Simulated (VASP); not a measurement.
## Ta4O: single point with PBE

Crystal: Ta4O.

```
Ta O
1.0
     3.35235    0.00000    0.00000
     0.00000    3.35235    0.00000
     0.00000    0.00000    7.39539
Ta O
4 1
Cartesian
  0.0000 0.0000 3.6977
  1.6762 1.6762 5.7899
  1.6762 1.6762 1.6054
  0.0000 0.0000 0.0000
  1.6762 1.6762 3.6977
```

This cell differs from its parent crystal: strain +0.030 along x and y, +0.000 along z.

```json
{"Program": "VASP 6.6.1", "Task": "single point", "Functional": "PBE", "Potentials or basis": "VASP PAW PBE potentials, release 64 (Ta_pv, O)", "Cutoff": "520 eV", "k mesh": "14 × 14 × 8", "Occupations": "gaussian, width 0.15 eV", "Spin": "no spin polarisation", "Dipole correction": "no", "Further INCAR settings": "ALGO = Normal; EDIFF = 1e-07; NBANDS = 33"}
```

```json
{"Pressure": "-10.2 GPa", "Largest force": "0.167 eV/Å", "Band gap on the k mesh": "zero (band 25 reaches 6.41 eV, above the bottom of band 26 at 5.44 eV)"}
```

Forces on the atoms (eV/Å):
```
Ta   0.000  0.000  0.000
Ta   0.000  0.000  0.167
Ta   0.000  0.000 -0.167
Ta   0.000  0.000  0.000
O    0.000  0.000  0.000
```

Stress tensor (GPa, compression positive):
```
-11.27   0.00   0.00
  0.00 -11.27   0.00
  0.00   0.00  -8.14
```

Levels at points of the mesh, in eV from the Fermi level:
```tsv
k point	band 21	band 22	band 23	band 24	band 25	band 26	band 27	band 28	band 29	band 30
(0.00, 0.00, 0.00)	-2.27	-1.30	-0.42	-0.38	-0.38	0.33	0.93	0.93	1.46	1.49
(0.50, 0.00, 0.00)	-1.45	-0.93	-0.90	-0.61	0.29	0.78	0.81	1.25	1.65	2.01
(0.50, 0.50, 0.00)	-1.82	-1.37	-1.37	-0.68	-0.68	1.24	2.34	2.52	2.52	2.80
(0.00, 0.00, 0.50)	-3.14	-0.52	-0.52	-0.28	-0.10	0.66	0.73	0.73	0.83	1.97
(0.50, 0.00, 0.50)	-1.65	-1.16	-0.97	-0.67	-0.49	0.86	1.37	1.70	1.85	2.27
(0.50, 0.50, 0.50)	-2.53	-1.43	-1.43	-0.18	-0.18	1.23	1.86	1.86	2.69	2.80
```

Wall time 4.4 min on 1 thread of Intel(R) Xeon(R) 6975P-C (Granite Rapids), on a shared host, peak memory 0.48 GiB.

Caveat: the cell differs from its parent crystal (strain +0.030 along x and y, +0.000 along z); spin-orbit coupling is left out, which moves the levels of the heavy elements.
